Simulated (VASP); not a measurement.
Here is a VASP 6.6.1 calculation.

INCAR

```
PREC = Accurate
ENCUT = 600
EDIFF = 1E-6
ISMEAR = 0
SIGMA = 0.01
LREAL = F
LASPH = T
NELM = 100
ALGO = Normal
ISIF = 3
LWAVE = F
LCHARG = F
GGA = PS
IBRION = 2
NSW = 80
EDIFFG = -0.001
PSTRESS = 40.0
```

File KPOINTS:

```
Automatic mesh
0
Gamma
  8 8 8
```

File POSCAR:

```
CaO
1.0
    0.0000000000      2.3835223083      2.3835223083
    2.3835223083      0.0000000000      2.3835223083
    2.3835223083      2.3835223083      0.0000000000
Ca O
1 1
Direct
    0.0000000000      0.0000000000      0.0000000000
    0.5000000000      0.5000000000      0.5000000000
```

Potentials or basis: VASP PAW PBE potentials, release 64 (Ca_sv, O).

The run is started by

```bash
$ cat potpaw_PBE.64/Ca_sv/POTCAR potpaw_PBE.64/O/POTCAR > POTCAR
$ mpirun -np 1 vasp_std > vasp.out
```

(1) What does it give for the band gap on the k mesh?

(2) What does it give for the space group after relaxing (to 0.05 Å)?

(3) Predict the relaxed cell.

Results:

(1) 3.51 eV, indirect (least direct gap 3.87 eV).

(2) Fm-3m (No. 225).

(3) a = 3.340 Å, b = 3.340 Å, c = 3.340 Å, α = 60.00°, β = 60.00°, γ = 60.00°.

Caveat: the cell is relaxed towards a set pressure, so the enthalpy falls and the energy may rise.
